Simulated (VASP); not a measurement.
Input of a VASP 6.6.1 run:

The input INCAR:

```
PREC     = Accurate       # precision mode
ENCUT    = 520            # plane-wave cutoff, eV
EDIFF    = 1E-6           # SCF threshold, eV
ISMEAR   = -1             # smearing method
SIGMA    = 0.1            # smearing width, eV
LREAL    = False          # projectors in reciprocal space
LASPH    = True           # aspherical terms in the spheres
NELM     = 60             # most SCF steps
ALGO     = Normal         # electronic algorithm
ISIF     = 2              # what is computed and relaxed
LWAVE    = False          # write WAVECAR
LCHARG   = False          # write CHGCAR
GGA      = PE             # functional
NBANDS   = 34             # bands
```

KPOINTS

```
Automatic mesh
0
Gamma
  11 11 9
```

POSCAR

```
Ga
1.0
    2.3107968683     -3.8729233244      0.0000000000
    2.3107968683      3.8729233244      0.0000000000
    0.0000000000      0.0000000000      4.5463111460
Ga
4
Direct
    0.8442122196      0.1557877804      0.0839449706
    0.6557877804      0.3442122196      0.5839449706
    0.1557877804      0.8442122196      0.9160550294
    0.3442122196      0.6557877804      0.4160550294
```

Potentials or basis: VASP PAW PBE potentials, release 64 (Ga_d).

Command:

```console
$ cat potpaw_PBE.64/Ga_d/POTCAR > POTCAR
$ mpirun -np 1 vasp_std > vasp.out
```

Question: Predict the pressure.

Answer: 0.1 GPa.

Question: Predict the band gap on the k mesh.

Answer: Zero (bands 26 and 27 overlap by 1.07 eV).

Stress tensor (GPa, compression positive):
```
-0.13  0.00  0.00
 0.00  0.11  0.00
 0.00  0.00  0.33
```
